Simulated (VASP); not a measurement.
# H2CO2 in VASP: single point with PBE+D3(BJ)

Aim: the single point of H2CO2 with PBE+D3(BJ).

Everything below comes from runs of VASP 6.6.1. Logs are shortened: lines on timing, memory, paths and dates and some standing lists are left out, and cuts for length are marked.

### Step 1. The cell of the first run

The cell holds an amorphous packing of atoms, 40 atoms: a = 7.388 Å, b = 7.388 Å, c = 7.388 Å, α = 90.00°, β = 90.00°, γ = 90.00°.

### Step 2. Single point, PBE+D3(BJ)

File INCAR:

```
ALGO = Normal
EDIFF = 1E-6
ENCUT = 520
GGA = PE
GGA_COMPAT = F
ISIF = 2
ISMEAR = -1
IVDW = 12
LASPH = T
LCHARG = F
LREAL = Auto
LWAVE = F
NBANDS = 98
NELM = 120
PREC = Accurate
SIGMA = 0.05
```

File KPOINTS:

```
k-points
0
Gamma
  1 1 1
```

File POSCAR:

```
H2CO2
1.0
    7.3876590000      0.0000000000      0.0000000000
    0.0000000000      7.3876590000      0.0000000000
    0.0000000000      0.0000000000      7.3876590000
O C H
16 8 16
Direct
   -0.0395707989      0.6094739875      0.8337955751
    0.1808974564      0.8200484966      0.8635327226
    0.0090300547      0.5514569284      0.3118781985
    0.2429290556      0.7385831550      0.3833886812
    0.6725404754     -0.0564538973      0.3760441647
    0.9331687119      0.0192364749      0.5090785526
   -0.0072274902      0.2258989524      1.0990743026
    0.1961693915      0.3551253338      0.9102886449
    0.4116444636      0.3976523254      0.2446505507
    0.6699017883      0.4094448707      0.0839782441
    0.5349594049      0.6019882146      0.8147132715
    0.6744093251      0.6605920956      0.5507764669
    0.4387383186      1.0520569668      0.1361870690
    0.6715371947      0.9448086260     -0.0327626287
    0.1415196749      0.2925872677      0.5245438754
    0.4008572632      0.1451583028      0.5964430699
    0.0233318603      0.7782573556      0.8324440828
    0.1060829574      0.7054388905      0.2993192683
    0.7978023638      0.0598941239      0.4213683941
    0.1216474852      0.2209286505      0.9746316448
    0.5498265568      0.4840200470      0.1704959783
    0.5535087933      0.6914729996      0.6635447131
    0.5340320542      1.0330106530     -0.0201559804
    0.3147800336      0.2839524997      0.5756529411
    0.0625058620      0.5250097623      0.8664648169
   -0.0861571592      0.8760273088      0.8073965461
    0.0687588794      0.4680542895      0.4018440537
    0.0397055747      0.7987926988      0.2027629989
    0.6864290777     -0.1851375503      0.4412526120
    0.7695336669      0.1978749617      0.3720572172
   -0.0339732806      0.3534414670      1.1325463969
    0.1562771072      0.0808183981      0.9349816906
    0.4190691287      0.2671345917      0.2071996377
    0.5418676426      0.6311315806      0.1943576708
    0.6415653666      0.5252185486      0.8431395338
    0.4486972873      0.7958229885      0.6454172563
    0.5102548264      0.9927498280      0.2355006884
    0.4691149164      1.1060407481     -0.1330616570
    0.0762769201      0.1699751078      0.5194270610
    0.3689263896      0.4210189502      0.5931142734
```

Potentials or basis: VASP PAW PBE potentials, release 64 (O, C, H).

Started as:

```bash
$ cat potpaw_PBE.64/O/POTCAR potpaw_PBE.64/C/POTCAR potpaw_PBE.64/H/POTCAR > POTCAR
$ mpirun -np 1 vasp_gam > vasp.out
```

OUTCAR:

```text
EDIFF = 1E-6
   ENCUT = 520
   GGA = PE
   ISIF = 2
   ISMEAR = -1
   IVDW = 12
   LASPH = T
   LREAL = Auto
   NELM = 120
   PREC = Accurate
 IVDW          = 12

 ion  position               nearest neighbor table
   1  0.960  0.609  0.834-  25 1.01  17 1.33
   2  0.181  0.820  0.864-  17 1.23
   3  0.009  0.551  0.312-  27 1.01  18 1.35
   4  0.243  0.739  0.383-  18 1.21
   5  0.673  0.944  0.376-  29 1.07  19 1.31
   6  0.933  0.019  0.509-  19 1.23
   7  0.993  0.226  0.099-  31 0.99  20 1.32
   8  0.196  0.355  0.910-  20 1.23
   9  0.412  0.398  0.245-  33 1.00  21 1.32
  10  0.670  0.409  0.084-  21 1.22
  11  0.535  0.602  0.815-  35 0.99  22 1.30
  12  0.674  0.661  0.551-  22 1.24  29 1.40
  13  0.439  0.052  0.136-  37 1.00  23 1.36
  14  0.672  0.945  0.967-  23 1.21
  15  0.142  0.293  0.525-  39 1.03  24 1.34
  16  0.401  0.145  0.596-  24 1.22
  17  0.023  0.778  0.832-  26 1.10   2 1.23   1 1.33
  18  0.106  0.705  0.299-  28 1.11   4 1.21   3 1.35
  19  0.798  0.060  0.421-  30 1.10   6 1.23   5 1.31
  20  0.122  0.221  0.975-  32 1.11   8 1.23   7 1.32
  21  0.550  0.484  0.170-  34 1.10  10 1.22   9 1.32
  22  0.554  0.691  0.664-  36 1.10  12 1.24  11 1.30
  23  0.534  0.033  0.980-  38 1.10  14 1.21  13 1.36
  24  0.315  0.284  0.576-  40 1.10  16 1.22  15 1.34
  25  0.063  0.525  0.866-   1 1.01
  26  0.914  0.876  0.807-  17 1.10
  27  0.069  0.468  0.402-   3 1.01
  28  0.040  0.799  0.203-  18 1.11
  29  0.686  0.815  0.441-   5 1.07  12 1.40
  30  0.770  0.198  0.372-  19 1.10
  31  0.966  0.353  0.133-   7 0.99
  32  0.156  0.081  0.935-  20 1.11
  33  0.419  0.267  0.207-   9 1.00
  34  0.542  0.631  0.194-  21 1.10
  35  0.642  0.525  0.843-  11 0.99
  36  0.449  0.796  0.645-  22 1.10
  37  0.510  0.993  0.236-  13 1.00
  38  0.469  0.106  0.867-  23 1.10
  39  0.076  0.170  0.519-  15 1.03
  40  0.369  0.421  0.593-  24 1.10

  LATTYP: Found a simple cubic cell.
 ALAT       =     7.3876590000

  Lattice vectors:

 A1 = (   7.3876590000,   0.0000000000,   0.0000000000)
 A2 = (   0.0000000000,   7.3876590000,   0.0000000000)
 A3 = (   0.0000000000,   0.0000000000,   7.3876590000)

Analysis of symmetry for initial positions (statically):
=====================================================================
 Subroutine PRICEL returns:
 Original cell was already a primitive cell.

 Routine SETGRP: Setting up the symmetry group for a
 simple cubic supercell.

 Subroutine GETGRP returns: Found  1 space group operations
 (whereof  1 operations were pure point group operations)
 out of a pool of 48 trial point group operations.

The static configuration has the point symmetry C_1 .

Analysis of symmetry for dynamics (positions and initial velocities):
=====================================================================
 Subroutine PRICEL returns:
 Original cell was already a primitive cell.

 Routine SETGRP: Setting up the symmetry group for a
 simple cubic supercell.

 Subroutine GETGRP returns: Found  1 space group operations
 (whereof  1 operations were pure point group operations)
 out of a pool of 48 trial point group operations.

The dynamic configuration has the point symmetry C_1 .

 Subroutine INISYM returns: Found  1 space group operations
 (whereof  1 operations are pure point group operations),
 and found     1 'primitive' translations

----------------------------------------------------------------------------------------

                                     Primitive cell

  volume of cell :     403.2000

  direct lattice vectors                    reciprocal lattice vectors
     7.387659000  0.000000000  0.000000000     0.135360877  0.000000000  0.000000000
     0.000000000  7.387659000  0.000000000     0.000000000  0.135360877  0.000000000
     0.000000000  0.000000000  7.387659000     0.000000000  0.000000000  0.135360877

  length of vectors
     7.387659000  7.387659000  7.387659000     0.135360877  0.135360877  0.135360877

  position of ions in fractional coordinates (direct lattice)
     0.960429201  0.609473988  0.833795575
     0.180897456  0.820048497  0.863532723
     0.009030055  0.551456928  0.311878198
     0.242929056  0.738583155  0.383388681
     0.672540475  0.943546103  0.376044165
     0.933168712  0.019236475  0.509078553
[... 32 lines left out ...]
     0.076276920  0.169975108  0.519427061
     0.368926390  0.421018950  0.593114273

  ion indices of the primitive-cell ions
   primitive index   ion index
                 1           1
                 2           2
                 3           3
                 4           4
                 5           5
                 6           6
[... 32 lines left out ...]
                39          39
                40          40

----------------------------------------------------------------------------------------

 KPOINTS: k-points

Automatic generation of k-mesh.
 Grid dimensions read from file:
 generate k-points for:    1    1    1

 Generating k-lattice:

  Cartesian coordinates                     Fractional coordinates (reciprocal lattice)
     0.135360877  0.000000000  0.000000000     1.000000000  0.000000000  0.000000000
     0.000000000  0.135360877  0.000000000     0.000000000  1.000000000  0.000000000
     0.000000000  0.000000000  0.135360877     0.000000000  0.000000000  1.000000000

  Length of vectors
     0.135360877  0.135360877  0.135360877

  Shift w.r.t. Gamma in fractional coordinates (k-lattice)
     0.000000000  0.000000000  0.000000000

 Subroutine IBZKPT returns following result:
 ===========================================

 Found      1 irreducible k-points:

 Following reciprocal coordinates:
            Coordinates               Weight
  0.000000  0.000000  0.000000      1.000000
   k-points           NKPTS =      1   k-points in BZ     NKDIM =      1   number of bands    NBANDS=     98
   number of dos      NEDOS =    301   number of ions     NIONS =     40
   total plane-waves  NPLWV = 175616
   dimension x,y,z NGX =    56 NGY =   56 NGZ =   56
   dimension x,y,z NGXF=   112 NGYF=  112 NGZF=  112
   ions per type =              16   8  16
   NGX,Y,Z   is equivalent  to a cutoff of  12.60, 12.60, 12.60 a.u.
   NGXF,Y,Z  is equivalent  to a cutoff of  25.20, 25.20, 25.20 a.u.
 SYSTEM =  unknown system
   PREC   = accura    normal or accurate (medium, high low for compatibility)
   ISTART =      0    job   : 0-new  1-cont  2-samecut
   ICHARG =      2    charge: 1-file 2-atom 10-const
   ISPIN  =      1    spin polarized calculation?
   LNONCOLLINEAR =      F non collinear calculations
   LSORBIT =      F    spin-orbit coupling
   LASPH  =      T    aspherical Exc in radial PAW
   ENCUT  =  520.0 eV  38.22 Ry    6.18 a.u.  13.74 13.74 13.74*2*pi/ulx,y,z
   NELM   =    120;   NELMIN=  2; NELMDL= -5     # of ELM steps
   EDIFF  = 0.1E-05   stopping-criterion for ELM
   LREAL  =      T    real-space projection
   EDIFFG = 0.1E-04   stopping-criterion for IOM
   NSW    =      0    number of steps for IOM
   IBRION =     -1    ionic relax: 0-MD 1-quasi-New 2-CG
   NFREE  =      0    steps in history (QN), initial steepest desc. (CG)
   ISIF   =      2    stress and relaxation
   ISYM   =      2    0-nonsym 1-usesym 2-fastsym
   POTIM  = 0.5000    time-step for ionic-motion
   TEBEG  =    0.0;   TEEND  =   0.0 temperature during run
   PSTRESS=    0.0 pullay stress
   NELECT =     144.0000    total number of electrons
   NUPDOWN=      -1.0000    fix difference up-down
   EMIN   =  10.00;   EMAX   =-10.00  energy-range for DOS
[... 5 lines left out ...]
     AMIX     =   0.40;   BMIX     =  1.00
     AMIX_MAG =   1.60;   BMIX_MAG =  1.00
  volume/ion in A,a.u.               =      10.08        68.02
  Fermi-wavevector in a.u.,A,eV,Ry     =   1.161508  2.194932 18.355627  1.349101
  Thomas-Fermi vector in A             =   2.298079
   LORBIT       =      0    0 simple, 1 ext, 2 COOP (PROOUT), +10 PAW based schemes
   GGA     = PE    functional components
   LHFCALC =     F    Hartree Fock is set to
   AEXX    =    0.0000 exact exchange contribution
   IVDW    =    12    specifies the selected vdW correction
   LEPSILON=     F    determine dielectric tensor
   LRPA    =     F    only Hartree local field effects (RPA)
 non-spin polarized calculation
  energy-cutoff  :      520.00
  volume of cell :      403.20
 maximum number of plane-waves:      5414
 NGX is ok and might be reduce to    54
   NGX = 27   NGY = 27   NGZ = 27

 number of electron     143.9999990 magnetization

 Free energy of the ion-electron system (eV)
  ---------------------------------------------------
  ext. energy  EPLUGINS =         0.00000000
  ---------------------------------------------------
  free energy    TOTEN  =      -240.82738748 eV

  energy without entropy =     -240.82738748  energy(sigma->0) =     -240.82738748

 E-fermi :  -0.3344     XC(G=0):  -7.9925

 val. band max:       -1.5576736917   @ k =   0.0000   0.0000   0.0000
 cond. band min:       2.7752968568   @ k =   0.0000   0.0000   0.0000
 fundamental gap:      4.3329705485
 Fermi energy:        -0.3344100938

 k-point     1 :       0.0000    0.0000    0.0000
  band No.  band energies     occupation
      1     -23.8028      2.00000
      2     -23.5273      2.00000
      3     -23.4529      2.00000
      4     -23.2840      2.00000
      5     -22.9777      2.00000
      6     -22.9096      2.00000
[... 76 lines left out ...]
     83       6.4569      0.00000
     84       6.5935      0.00000
 [bands above 84 left out]

------------------------ aborting loop because EDIFF is reached ----------------------------------------

 Edisp (eV)   -2.32738

 E8    (eV) :    -0.5468

  FORCE on cell =-STRESS in cart. coord.  units (eV):
  Direction    XX          YY          ZZ          XY          YZ          ZX
  --------------------------------------------------------------------------------------
  -------------------------------------------------------------------------------------
  Total       4.80375     4.89160     5.77764    -0.15822    -1.22452     0.49287
  in kB      19.08846    19.43751    22.95833    -0.62871    -4.86580     1.95849
  external pressure =       20.49 kB  Pullay stress =        0.00 kB

 VOLUME and BASIS-vectors are now :
 -----------------------------------------------------------------------------
  energy-cutoff  :      520.00
  volume of cell :      403.20
      direct lattice vectors                 reciprocal lattice vectors
     7.387659000  0.000000000  0.000000000     0.135360877  0.000000000  0.000000000
     0.000000000  7.387659000  0.000000000     0.000000000  0.135360877  0.000000000
     0.000000000  0.000000000  7.387659000     0.000000000  0.000000000  0.135360877

 POSITION                                       TOTAL-FORCE (eV/Angst)
 -----------------------------------------------------------------------------------
      7.09532      4.50259      6.15980        -0.032497     -0.018839     -0.045873
      1.33641      6.05824      6.37949         0.188920      0.064623     -0.012075
      0.06671      4.07398      2.30405         0.173200     -0.020561      0.043213
      1.79468      5.45640      2.83234         0.406091      0.059256      0.212385
      4.96850      6.97060      2.77809        -0.087518     -0.083379     -0.054953
      6.89393      0.14211      3.76090         0.422778     -0.061383      0.262788
[... 32 lines left out ...]
      0.56351      1.25572      3.83735        -0.084289     -0.075186     -0.009519
      2.72550      3.11034      4.38173         0.006506     -0.057549      0.009868
 -----------------------------------------------------------------------------------
    total drift:                               -0.003819      0.001430     -0.000615

  FREE ENERGIE OF THE ION-ELECTRON SYSTEM (eV)
  ---------------------------------------------------
  free  energy   TOTEN  =      -243.1547701201 eV

  energy  without entropy=     -243.1547701200  energy(sigma->0) =     -243.15477012
```

It took 88 s on 1 thread of Intel Xeon Platinum 8259CL at 2.50GHz (Skylake/Cascade Lake), shared host; peak memory 0.38 GiB.

Results:

- Free energy: -243.1548 eV
- Pressure: 2.0 GPa
- Largest force: 0.625 eV/Å
- Band gap on the k mesh: 4.33 eV
- Dispersion energy per atom: -0.058 eV

Forces on the atoms (eV/Å):
```
O   -0.032 -0.019 -0.046
O    0.189  0.065 -0.012
O    0.173 -0.021  0.043
O    0.406  0.059  0.212
O   -0.088 -0.083 -0.055
O    0.423 -0.061  0.263
O    0.007  0.047  0.104
O    0.072  0.236 -0.128
O   -0.103  0.005  0.063
O    0.282 -0.145 -0.195
O    0.035 -0.117  0.114
O    0.120 -0.024 -0.105
O   -0.012  0.022  0.001
O    0.326 -0.235 -0.074
O   -0.113  0.065 -0.034
O    0.214 -0.359  0.037
C   -0.260  0.092  0.089
C   -0.573  0.016 -0.249
C   -0.326  0.206 -0.216
C    0.011 -0.364  0.075
C   -0.165  0.317  0.119
C   -0.197  0.214  0.029
C   -0.366  0.302 -0.125
C   -0.083  0.386 -0.038
H    0.047 -0.081 -0.020
H    0.091 -0.080 -0.079
H   -0.071  0.033 -0.002
H    0.152 -0.033  0.025
H   -0.045 -0.121  0.034
H    0.028  0.013  0.004
H   -0.097  0.009 -0.009
H   -0.042  0.017  0.001
H   -0.026 -0.081 -0.027
H    0.019 -0.028  0.005
H    0.006  0.011  0.002
H    0.033 -0.040  0.000
H   -0.014 -0.045  0.134
H    0.057 -0.045  0.056
H   -0.084 -0.075 -0.010
H    0.007 -0.058  0.010
```

Caveat: the k points lie up to 0.85 Å⁻¹ apart.
